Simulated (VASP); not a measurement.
# As (R-3m) in VASP: a series of runs

Runs on As. Level: r2SCAN. Tasks: relaxation of cell and atoms, relaxation of shape and atoms at fixed volume.

All numbers are computed with VASP 6.6.1; they aren't measurements. Logs are shortened: lines on timing, memory, paths and dates and some standing lists are left out, and cuts for length are marked.

### 1 The cell of the first run

It takes space group R-3m (No. 166, trigonal). The conventional cell has a = 3.589 Å, b = 3.589 Å, c = 15.241 Å, α = 90.00°, β = 90.00°, γ = 120.00°. As (site symmetry 3m) has 3 As at 2.48 Å within 3.3 Å.

### 2 Relaxation of cell and atoms, r2SCAN

Input file POSCAR:

```
As
1.0
    1.7942939793      1.0359361119      5.0803418975
   -1.7942939793      1.0359361119      5.0803418975
    0.0000000000     -2.0718722239      5.0803418975
As
2
Direct
    0.7885552421      0.7885552421      0.7885552421
    0.2114447579      0.2114447579      0.2114447579
```

Input file INCAR.step1:

```
PREC = Accurate ; ENCUT = 600
ISMEAR = 0 ; SIGMA = 0.02
LREAL = False ; LASPH = True
NELM = 80 ; GGA = PE
ALGO = Normal ; EDIFF = 1E-4
LWAVE = True ; LCHARG = False
```

Input file INCAR.step2:

```
PREC = Accurate ; ENCUT = 600
EDIFF = 1E-6 ; ISMEAR = 0
SIGMA = 0.02 ; LREAL = False
LASPH = True ; NELM = 80
ALGO = Normal ; ISIF = 3
LWAVE = False ; LCHARG = False
METAGGA = R2SCAN ; LMIXTAU = True
IBRION = 2 ; NSW = 100
EDIFFG = -0.005 ; ISTART = 1
```

Input file KPOINTS:

```
regular mesh
0
Gamma
  9 9 9
```

Potentials or basis: VASP PAW PBE potentials, release 64 (As).

The run is started by

```console
cat potpaw_PBE.64/As/POTCAR > POTCAR
cp INCAR.step1 INCAR
mpirun -np 1 vasp_std > vasp.out
cp INCAR.step2 INCAR
mpirun -np 1 vasp_std > vasp.out
```

OUTCAR:

```text
PREC = Accurate
   ENCUT = 600
   EDIFF = 1E-6
   ISMEAR = 0
   LREAL = False
   LASPH = True
   NELM = 80
   ISIF = 3
   METAGGA = R2SCAN
   IBRION = 2
   NSW = 100
   EDIFFG = -0.005
   ISTART = 1

 ion  position               nearest neighbor table
   1  0.789  0.789  0.789-   2 2.48   2 2.48   2 2.48
   2  0.211  0.211  0.211-   1 2.48   1 2.48   1 2.48

  LATTYP: Found a trigonal (rhomboedric) cell.
 ALAT       =     5.4865771030
 COS(alpha) =     0.7860983070

  Lattice vectors:

 A1 = (   1.7942939793,   1.0359361119,   5.0803418975)
 A2 = (  -1.7942939793,   1.0359361119,   5.0803418975)
 A3 = (   0.0000000000,  -2.0718722239,   5.0803418975)

Analysis of symmetry for initial positions (statically):
=====================================================================
 Subroutine PRICEL returns:
 Original cell was already a primitive cell.

 Routine SETGRP: Setting up the symmetry group for a
 trigonal (rhombohedral) supercell.

 Subroutine GETGRP returns: Found 12 space group operations
 (whereof 12 operations were pure point group operations)
 out of a pool of 12 trial point group operations.

The static configuration has the point symmetry D_3d.

Analysis of symmetry for dynamics (positions and initial velocities):
=====================================================================
 Subroutine PRICEL returns:
 Original cell was already a primitive cell.

 Routine SETGRP: Setting up the symmetry group for a
 trigonal (rhombohedral) supercell.

 Subroutine GETGRP returns: Found 12 space group operations
 (whereof 12 operations were pure point group operations)
 out of a pool of 12 trial point group operations.

The dynamic configuration has the point symmetry D_3d.

 Subroutine INISYM returns: Found 12 space group operations
 (whereof 12 operations are pure point group operations),
 and found     1 'primitive' translations

----------------------------------------------------------------------------------------

                                     Primitive cell

  volume of cell :      56.6592

  direct lattice vectors                    reciprocal lattice vectors
     1.794293979  1.035936112  5.080341898     0.278661137  0.160885082  0.065612382
    -1.794293979  1.035936112  5.080341898    -0.278661137  0.160885082  0.065612382
     0.000000000 -2.071872224  5.080341898     0.000000000 -0.321770165  0.065612382
[... 100 lines left out ...]
   EFERMI_NEDOS =   21; number of points for ismear=-14 and -15
   IALGO  =     38    algorithm
   IMIX   =      4    mixing-type and parameters
     AMIX     =   0.40;   BMIX     =  1.00
     AMIX_MAG =   1.60;   BMIX_MAG =  1.00
  volume/ion in A,a.u.               =      28.33       191.18
  Fermi-wavevector in a.u.,A,eV,Ry     =   0.918300  1.735335 11.473451  0.843275
  Thomas-Fermi vector in A             =   2.043366
   LORBIT       =      0    0 simple, 1 ext, 2 COOP (PROOUT), +10 PAW based schemes
   METAGGA = R2SCAN    functional components
   LHFCALC =     F    Hartree Fock is set to
   AEXX    =    0.0000 exact exchange contribution
   IVDW    =     0    specifies the selected vdW correction
   LEPSILON=     F    determine dielectric tensor
   LRPA    =     F    only Hartree local field effects (RPA)
 conjugate gradient relaxation of ions
 non-spin polarized calculation
 Gauss-broadening in eV      SIGMA  =   0.02
  energy-cutoff  :      600.00
  volume of cell :       56.66
 maximum number of plane-waves:      1913
 NGX is ok and might be reduce to    48
   NGX = 21   NGY = 21   NGZ = 21

--------------------------------------- Ionic step        1  -------------------------------------------

 number of electron      10.0000000 magnetization

 Free energy of the ion-electron system (eV)
  ---------------------------------------------------
  ext. energy  EPLUGINS =         0.00000000
  ---------------------------------------------------
  free energy    TOTEN  =       -29.41813902 eV

  energy without entropy =      -29.41813902  energy(sigma->0) =      -29.41813902

------------------------ aborting loop because EDIFF is reached ----------------------------------------

  FORCE on cell =-STRESS in cart. coord.  units (eV):
  Direction    XX          YY          ZZ          XY          YZ          ZX
  --------------------------------------------------------------------------------------
  -------------------------------------------------------------------------------------
  Total        0.0353467      0.0353467      0.0837704      0.0000000     -0.0000000      0.0000000
  in kB        0.9995144      0.9995144      2.3688109      0.0000000     -0.0000000      0.0000000
  external PRESSURE =       1.4559465 kB  Pullay stress =       0.0000000 kB
[... 131 lines left out ...]
--------------------------------------- Ionic step        5  -------------------------------------------

 number of electron      10.0000000 magnetization

 Free energy of the ion-electron system (eV)
  ---------------------------------------------------
  ext. energy  EPLUGINS =         0.00000000
  ---------------------------------------------------
  free energy    TOTEN  =       -29.41828135 eV

  energy without entropy =      -29.41828135  energy(sigma->0) =      -29.41828135

 E-fermi :   2.6617     XC(G=0):  -8.8232

 val. band max:        2.5638168153   @ k =  -0.4444   0.4444   0.4444
 cond. band min:       3.2275586516   @ k =   0.3333   0.0000   0.0000
 fundamental gap:      0.6637418363
 Fermi energy:         2.6617471006

 k-point     1 :       0.0000    0.0000    0.0000
  band No.  band energies     occupation
      1     -12.4461      2.00000
      2      -5.1831      2.00000
      3       0.3131      2.00000
      4       1.6833      2.00000
      5       1.6833      2.00000
      6       4.5712      0.00000
      7       5.5982      0.00000
      8       5.5982      0.00000
      9      11.1507      0.00000
[... 265 lines left out ...]
 k-point    24 :       0.4444    0.4444    0.0000
  band No.  band energies     occupation
      1     -10.0045      2.00000
      2      -7.4152      2.00000
      3      -1.9748      2.00000
      4      -0.2942      2.00000
      5      -0.0753      2.00000
      6       4.3535      0.00000
      7       6.2210      0.00000
      8       6.9566      0.00000
      9       9.2194      0.00000

 [... further k-points ...]

------------------------ aborting loop because EDIFF is reached ----------------------------------------

  FORCE on cell =-STRESS in cart. coord.  units (eV):
  Direction    XX          YY          ZZ          XY          YZ          ZX
  --------------------------------------------------------------------------------------
  -------------------------------------------------------------------------------------
  Total       -0.0027547     -0.0027547     -0.0027025      0.0000000      0.0000000      0.0000000
  in kB       -0.0777887     -0.0777887     -0.0763143      0.0000000      0.0000000      0.0000000
  external PRESSURE =      -0.0772972 kB  Pullay stress =       0.0000000 kB
[... 17 lines left out ...]
  FREE ENERGIE OF THE ION-ELECTRON SYSTEM (eV)
  ---------------------------------------------------
  free  energy   TOTEN  =       -29.4182813488 eV

  energy  without entropy=      -29.4182813488  energy(sigma->0) =      -29.41828135

 reached required accuracy - stopping structural energy minimisation
```

OSZICAR.step1:

```text
N       E                     dE             d eps       ncg     rms          rms(c)
DAV:   1     0.382002140659E+02    0.38200E+02   -0.44441E+03  1530   0.999E+02
DAV:   2    -0.751060399454E+01   -0.45711E+02   -0.44325E+02  2282   0.126E+02
DAV:   3    -0.935899069770E+01   -0.18484E+01   -0.18460E+01  1933   0.320E+01
DAV:   4    -0.937011506878E+01   -0.11124E-01   -0.11122E-01  1880   0.272E+00
DAV:   5    -0.937016096879E+01   -0.45900E-04   -0.45899E-04  1794   0.170E-01    0.341E+00
DAV:   6    -0.933347896716E+01    0.36682E-01   -0.20313E-02  1621   0.903E-01    0.204E+00
DAV:   7    -0.931601559963E+01    0.17463E-01   -0.40549E-02  1590   0.132E+00    0.113E-01
DAV:   8    -0.931654629348E+01   -0.53069E-03   -0.11210E-03  1602   0.225E-01    0.336E-02
DAV:   9    -0.931666556355E+01   -0.11927E-03   -0.12909E-04  1681   0.885E-02    0.205E-02
DAV:  10    -0.931667252752E+01   -0.69640E-05   -0.11768E-05   816   0.254E-02
   1 F= -.93166725E+01 E0= -.93166725E+01  d E =-.123931E-14
```

It took 8.3 min on 1 thread of Intel Xeon 6975P-C (Granite Rapids), shared host; peak memory 0.37 GiB.

What came out:

```yaml
Free_energy: -29.4183 eV
Relaxed_volume: 28.37 Å³/atom
Relaxed_cell: a = 5.492 Å, b = 5.492 Å, c = 5.492 Å, α = 38.15°, β = 38.15°, γ = 38.15°
Space_group_after_relaxing_to_0.1_Å: R-3m (No. 166)
Energy_gained_by_relaxing: 0.1 meV/atom
Ionic_steps: 5
Pressure_after_relaxing: 0.0 GPa
Band_gap_on_the_k_mesh: 0.66 eV (least direct gap 1.41 eV)
```

The path:
| step | energy change (eV) | largest force (eV/Å) | pressure (GPa) | volume (Å³) |
| --- | --- | --- | --- | --- |
| 1 | 0.0000 | 0.0618 | 0.15 | 56.66 |
| 2 | 0.0001 | 0.0659 | -0.21 | 56.87 |
| 3 | -0.0001 | 0.0031 | -0.02 | 56.76 |
| 4 | -0.0001 | 0.0018 | -0.02 | 56.76 |
| 5 | -0.0001 | 0.0010 | -0.01 | 56.74 |

Final structure:
```cif
data_structure
_symmetry_space_group_name_H-M 'P 1'
_symmetry_Int_Tables_number 1
_cell_length_a 5.4917
_cell_length_b 5.4917
_cell_length_c 5.4917
_cell_angle_alpha 38.147
_cell_angle_beta 38.147
_cell_angle_gamma 38.147
_cell_volume 56.74
loop_
_atom_site_label
_atom_site_type_symbol
_atom_site_fract_x
_atom_site_fract_y
_atom_site_fract_z
_atom_site_occupancy
As1 As 0.78845 0.78845 0.78845 1
As2 As 0.21155 0.21155 0.21155 1
```

Levels at points of the mesh, in eV from the valence-band top:
| k point | band 1 | band 2 | band 3 | band 4 | band 5 | band 6 | band 7 | band 8 | band 9 |
| --- | --- | --- | --- | --- | --- | --- | --- | --- | --- |
| (0.00, 0.00, 0.00) | -15.01 | -7.75 | -2.25 | -0.88 | -0.88 | 2.01 | 3.03 | 3.03 | 8.59 |

Caveat: the PAW data sets were made with another functional, which shifts forces and pressure a little. A k mesh can miss the band edges.

### 3 Relaxation of shape and atoms at fixed volume, r2SCAN (29.18 Å³/atom)

This run uses another cell than the first one, of 29.18 Å³/atom.

Input file POSCAR:

```
As
1.0
    1.8120604216      1.0461935722      5.1306455838
   -1.8120604216      1.0461935722      5.1306455838
    0.0000000000     -2.0923871445      5.1306455838
As
2
Direct
    0.7885552421      0.7885552421      0.7885552421
    0.2114447579      0.2114447579      0.2114447579
```

Input file INCAR.step1:

```
PREC = Accurate
ENCUT = 600
ISMEAR = 0
SIGMA = 0.02
LREAL = F
LASPH = T
NELM = 60
GGA = PE
ALGO = Normal
EDIFF = 1E-4
LWAVE = T
LCHARG = F
```

Input file INCAR.step2:

```
PREC = Accurate
ENCUT = 600
EDIFF = 1E-7
ISMEAR = 0
SIGMA = 0.02
LREAL = F
LASPH = T
NELM = 60
ALGO = Normal
ISIF = 4
LWAVE = F
LCHARG = F
METAGGA = R2SCAN
LMIXTAU = T
IBRION = 2
NSW = 50
EDIFFG = -0.01
ISTART = 1
```

KPOINTS is that of step 2.

Potentials or basis: VASP PAW PBE potentials, release 64 (As).

The run is started by

```console
cat potpaw_PBE.64/As/POTCAR > POTCAR
cp INCAR.step1 INCAR
mpirun -np 1 vasp_std > vasp.out
cp INCAR.step2 INCAR
mpirun -np 1 vasp_std > vasp.out
```

It took 12 min on 1 thread of Intel Xeon 6975P-C (Granite Rapids), shared host; peak memory 0.38 GiB.

It converged, with:

- Free energy: -29.4176 eV
- Energy gained by relaxing: 3.1 meV/atom
- Ionic steps: 5
- Pressure after relaxing: -0.1 GPa
- Largest force after relaxing: 0.004 eV/Å
- Band gap on the k mesh: 0.86 eV (least direct gap 1.59 eV)

Forces in eV/Å, atoms in the order of the input:
```
As   0.000  0.000 -0.004
As   0.000  0.000  0.004
```

Step by step:
| step | energy change (eV) | largest force (eV/Å) | pressure (GPa) | volume (Å³) |
| --- | --- | --- | --- | --- |
| 1 | 0.0000 | 0.2266 | -1.40 | 58.36 |
| 2 | -0.0032 | 0.0217 | -0.76 | 58.36 |
| 3 | -0.0033 | 0.0589 | -0.67 | 58.36 |
| 4 | -0.0055 | 0.0323 | -0.40 | 58.36 |
| 5 | -0.0062 | 0.0042 | -0.13 | 58.36 |

Final structure:
```xyz
2
Lattice="1.7939 1.0357 5.2353 -1.7939 1.0357 5.2353 0.0000 -2.0714 5.2353" Properties=species:S:1:pos:R:3 pbc="T T T"
As    0.0000    0.0000   12.4029
As    0.0000    0.0000    3.3028
```

Levels at points of the mesh, in eV from the valence-band top:
| k point | band 2 | band 3 | band 4 | band 5 | band 6 | band 7 | band 8 | band 9 |
| --- | --- | --- | --- | --- | --- | --- | --- | --- |
| (0.00, 0.00, 0.00) | -7.66 | -1.99 | -0.71 | -0.71 | 2.14 | 3.18 | 3.18 | 8.47 |

Caveat: the PAW data sets were made with another functional, which shifts forces and pressure a little. A k mesh can miss the band edges.

### 4 Relaxation of shape and atoms at fixed volume, r2SCAN (30.03 Å³/atom)

This run uses another cell than the first one, of 30.03 Å³/atom.

Input file POSCAR:

```
As
1.0
    1.8117397713      1.0460084447      5.2819510162
   -1.8117397713      1.0460084447      5.2819510162
    0.0000000000     -2.0920168894      5.2819510162
As
2
Direct
    0.7898053310      0.7898053310      0.7898053310
    0.2101946690      0.2101946690      0.2101946690
```

Input file INCAR.step1:

```
SYSTEM = As
PREC = Accurate
ENCUT = 600
ISMEAR = 0
SIGMA = 0.02
LREAL = .FALSE.
LASPH = .TRUE.
NELM = 100
GGA = PE
ALGO = Normal
EDIFF = 1E-4
LWAVE = .TRUE.
LCHARG = .FALSE.
```

Input file INCAR.step2:

```
SYSTEM = As
PREC = Accurate
ENCUT = 600
EDIFF = 1E-6
ISMEAR = 0
SIGMA = 0.02
LREAL = .FALSE.
LASPH = .TRUE.
NELM = 100
ALGO = Normal
ISIF = 4
LWAVE = .FALSE.
LCHARG = .FALSE.
METAGGA = R2SCAN
LMIXTAU = .TRUE.
IBRION = 2
NSW = 50
EDIFFG = -0.01
ISTART = 1
```

Input file KPOINTS:

```
regular mesh
0
G
  9 9 9
  0 0 0
```

The run is started by

```console
cat potpaw_PBE.64/As/POTCAR > POTCAR
cp INCAR.step1 INCAR
mpirun -np 1 vasp_std > vasp.out
cp INCAR.step2 INCAR
mpirun -np 1 vasp_std > vasp.out
```

Run time: 11 min. Hardware: 1 thread of Intel Xeon 6975P-C (Granite Rapids), shared host; peak memory 0.37 GiB.

Results (log left out):

| Property | Result |
| --- | --- |
| Free energy | -29.4154 eV |
| Energy gained by relaxing | 3.1 meV/atom |
| Ionic steps | 5 |
| Pressure after relaxing | -0.3 GPa |
| Largest force after relaxing | 0.004 eV/Å |
| Band gap on the k mesh | 1.04 eV (least direct gap 1.73 eV) |

Forces on the atoms (eV/Å):
```
As   0.000  0.000 -0.004
As   0.000  0.000  0.004
```

Step by step:
| step | energy change (eV) | largest force (eV/Å) | pressure (GPa) | volume (Å³) |
| --- | --- | --- | --- | --- |
| 1 | 0.0000 | 0.2272 | -1.49 | 60.06 |
| 2 | -0.0033 | 0.0204 | -0.86 | 60.06 |
| 3 | -0.0034 | 0.0613 | -0.76 | 60.06 |
| 4 | -0.0056 | 0.0309 | -0.49 | 60.06 |
| 5 | -0.0063 | 0.0044 | -0.27 | 60.06 |

Final structure:
```yaml
crystal:
  lattice:
    - [1.79433, 1.03596, 5.38496]
    - [-1.79433, 1.03596, 5.38496]
    - [0.00000, -2.07191, 5.38496]
  atoms:
    - { symbol: As, position: [0.79091, 0.79091, 0.79091] }
    - { symbol: As, position: [0.20909, 0.20909, 0.20909] }
```

Levels at points of the mesh, in eV from the valence-band top:
```csv
k point,band 3,band 4,band 5,band 6,band 7,band 8
"(0.00, 0.00, 0.00)",-1.75,-0.57,-0.57,2.24,3.31,3.31
```

Caveat: the PAW data sets were made with another functional, which shifts forces and pressure a little. A k mesh can miss the band edges.

### 5 Overview

```tsv
task	cell	gap on the mesh (eV)	pressure (GPa)	relaxed volume (Å³/atom)
relaxation of cell and atoms	relaxed from a = 5.487 Å, angles 38.2°, 2 atoms, atomic positions A	0.66	0.0	28.37
relaxation of shape and atoms at fixed volume	relaxed from a = 5.541 Å, angles 38.2°, 2 atoms, atomic positions A	0.86	-0.1	29.18
relaxation of shape and atoms at fixed volume	relaxed from a = 5.681 Å, angles 37.2°, 2 atoms, atomic positions B	1.04	-0.3	30.03
```

Alike in all rows: level r2SCAN; potentials or basis VASP PAW PBE potentials, release 64 (As); no spin polarisation; k mesh 9 × 9 × 9; cutoff (eV) 600; smearing gaussian 0.02 eV.

Caveats: the PAW data sets were made with another functional, which shifts forces and pressure a little.

Total energies depend on the potentials used, so only differences within one code and one set of settings carry meaning.
